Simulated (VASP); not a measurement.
Write the native input for VASP 6.6.1 that does the following.

- Task: relaxation of shape and atoms at fixed volume
- Functional: LDA
- Potentials or basis: VASP PAW LDA potentials, release 64 (Sr_sv, C)
- Cutoff: 600 eV
- k mesh: 10 × 10 × 10
- Occupations: gaussian, width 0.01 eV
- Spin: no spin polarisation
- Dipole correction: no
- Further INCAR settings: ALGO = Normal; EDIFF = 1e-06; IBRION = 2; EDIFFG = -0.001; NSW = 80; ISIF = 4

The structure of SrC2 lies in POSCAR:

```
SrC2
1.0
   -1.9823229797      1.9823229797      3.3197064883
    1.9823229797     -1.9823229797      3.3197064883
    1.9823229797      1.9823229797     -3.3197064883
Sr C
1 2
Direct
    0.0000000000      0.0000000000      0.0000000000
    0.4063724269      0.4063724269      0.0000000000
    0.5936275731      0.5936275731      0.0000000000
```

One way to write it, as run:

INCAR

```
SYSTEM = SrC2
PREC = Accurate ; ENCUT = 600
EDIFF = 1E-6 ; ISMEAR = 0
SIGMA = 0.01 ; LREAL = .FALSE.
LASPH = .TRUE. ; NELM = 100
ALGO = Normal ; ISIF = 4
LWAVE = .FALSE. ; LCHARG = .FALSE.
GGA = CA ; IBRION = 2
NSW = 80 ; EDIFFG = -0.001
```

KPOINTS

```
Automatic mesh
0
G
  10 10 10
  0 0 0
```

Potentials or basis: VASP PAW LDA potentials, release 64 (Sr_sv, C).

Launch:

```bash
$ cat potpaw_LDA.64/Sr_sv/POTCAR potpaw_LDA.64/C/POTCAR > POTCAR
$ mpirun -np 1 vasp_std > vasp.out
```

Results of the run:

The energy gained by relaxing is 1.0 meV/atom, the ionic steps are 14 and the pressure after relaxing is 1.4 GPa. The band gap on the k mesh is 1.17 eV (least direct gap 2.09 eV).

It took 4.4 min on 1 thread of AMD EPYC 9R45 96-Core Processor (Zen 5), on a shared host, peak memory 0.21 GiB.
